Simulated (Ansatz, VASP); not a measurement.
**One calculation of OsBr3, two programs**

```xyz
4
Lattice="5.0593 0.0000 0.0000 0.0000 5.0593 0.0000 0.0000 0.0000 5.0593" Properties=species:S:1:pos:R:3 pbc="T T T"
Os    0.0000    0.0000    0.0000
Br    2.5296    0.0000    0.0000
Br    0.0000    0.0000    2.5296
Br    0.0000    2.5296    0.0000
```

Alike in both runs: task single point; functional PBEsol; k mesh 6 × 6 × 6; occupations gaussian, width 0.05 eV; collinear spin.

|  | VASP | Ansatz |
| --- | --- | --- |
| version | VASP 6.6.1 | Ansatz 0.2.0 |
| potentials or method | VASP PAW PBE potentials, release 64 (Os, Br), cutoff 520 eV | scalar-relativistic, plane waves, PAW |
| valence electrons in the cell | 29 | 37 |

Ansatz gave:

```
gap on the k mesh at the Fermi level (eV)                     : none
pressure (GPa)                                                : -1.1
net moment per atom (μB)                                      : 0.50
size of the moment on the site where the two differ most (μB) : 1.21
```

Task: Which values does VASP return?

Result: gap on the k mesh at the Fermi level (eV): none; pressure (GPa): -1.0; net moment per atom (μB): 0.50; size of the moment on the site where the two differ most (μB): 1.43.

VASP's potentials were made for PBE, not for PBEsol. Site moments also hang on the region over which each program counts them. A gap of «none» marks a metal or a gap that the smearing closes. VASP's potentials hold 29 valence electrons a cell and Ansatz's 37, so a difference there can come from the potentials and not from the codes.

Spin-orbit coupling is off throughout.
